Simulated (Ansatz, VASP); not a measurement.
## Sn: VASP beside Ansatz

Contents of INCAR:

```
SYSTEM = Sn
ALGO = Normal
EDIFF = 1E-6
EDIFFG = -0.01
ENCUT = 600
GGA = RP
IBRION = 2
ISIF = 3
ISMEAR = -1
LASPH = .True.
LCHARG = .False.
LREAL = .False.
LWAVE = .False.
NELM = 100
NSW = 60
PREC = Accurate
SIGMA = 0.05
```

File KPOINTS:

```
k-points
0
Gamma
  7 7 7
  0 0 0
```

File POSCAR:

```
Sn
1.0
    0.0000000000      3.2333428000      3.2333428000
    3.2333428000      0.0000000000      3.2333428000
    3.2333428000      3.2333428000      0.0000000000
Sn
2
Direct
    0.7500000000      0.7500000000      0.7500000000
    0.5000000000      0.5000000000      0.5000000000
```

input.yaml

```yaml
crystal:
  lattice:
    - [0.0, 3.2333428, 3.2333428]
    - [3.2333428, 0.0, 3.2333428]
    - [3.2333428, 3.2333428, 0.0]
  atoms:
    - { symbol: Sn, position: [0.75, 0.75, 0.75] }
    - { symbol: Sn, position: [0.5, 0.5, 0.5] }
hamiltonian:
  xc: rpbe
  pseudopotentials: { kind: paw }
kpoints:
  mp_grid: { grid: [7, 7, 7] }
scf:
  occupations: { method: fermi_dirac, width: 0.05 }
output:
  forces: true
  stress: true
relax:
  f_tol: 0.01
  max_steps: 40
  cell: { stress_tol: 0.05 }
```

Alike in both runs: task relaxation of cell and atoms; functional RPBE; k mesh 7 × 7 × 7; occupations fermi-dirac, width 0.05 eV; no spin polarisation.

|  | VASP | Ansatz |
| --- | --- | --- |
| version | VASP 6.6.1 | Ansatz 0.2.0 |
| potentials or method | VASP PAW PBE potentials, release 64 (Sn_d) | Ansatz PAW |
| plane-wave cutoff (eV) | 600 | 420 |
| valence electrons in the cell | 28 | 28 |

Ansatz gave:

| Item | Value |
| --- | --- |
| relaxed volume (Å³/atom) | 38.19 |
| relaxed cell length with the largest relative difference (Å) | 4.762 |

Problem. Which values does VASP return?

Solution. Relaxed volume (Å³/atom): 38.12; relaxed cell length with the largest relative difference (Å): 4.759.

VASP's potentials were made for PBE, not for RPBE.

Noted on Ansatz's run: the plane-wave basis is chosen anew once the cell has moved, so the energies of steps on either side of that aren't comparable.
